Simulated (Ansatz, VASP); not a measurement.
## Two plane-wave programs on GaSb

```xyz
2
Lattice="-1.6085 2.4606 3.0271 1.6085 -2.4606 3.0271 1.6085 2.4606 -3.0271" Properties=species:S:1:pos:R:3 pbc="T T T"
Ga    0.0000    0.0000    0.0000
Sb    0.0000    0.0000    3.0271
```

Change from the starting cell: strain +e along x and -e along y +0.0267, strain +e along z and -e/2 along x and y +0.0500.

Alike in both runs: task single point; functional PBE; k mesh 16 × 16 × 16; occupations gaussian, width 0.15 eV; no spin polarisation.

|  | VASP | Ansatz |
| --- | --- | --- |
| version | VASP 6.6.1 | Ansatz 0.2.0 |
| potentials or method | VASP PAW PBE potentials, release 64 (Ga_d, Sb), cutoff 520 eV | scalar-relativistic, plane waves, PAW |
| valence electrons in the cell | 18 | 28 |

VASP gave:

```
gap on the k mesh at the Fermi level (eV)                     : none
pressure (GPa)                                                : 0.8
traceless stress, the component that is largest in VASP (GPa) : -5.37
```

**Question.** What did Ansatz give for the same quantities?

**Answer.** gap on the k mesh at the Fermi level (eV): none; pressure (GPa): 0.8; traceless stress, the component that is largest in VASP (GPa): -5.36.

A gap of «none» marks a metal or a gap that the smearing closes. With one functional, cell and mesh, what is left measures potentials, basis and numerics. VASP's potentials hold 18 valence electrons a cell and Ansatz's 28, so a difference there can come from the potentials and not from the codes.

Neither program's run includes spin-orbit coupling.
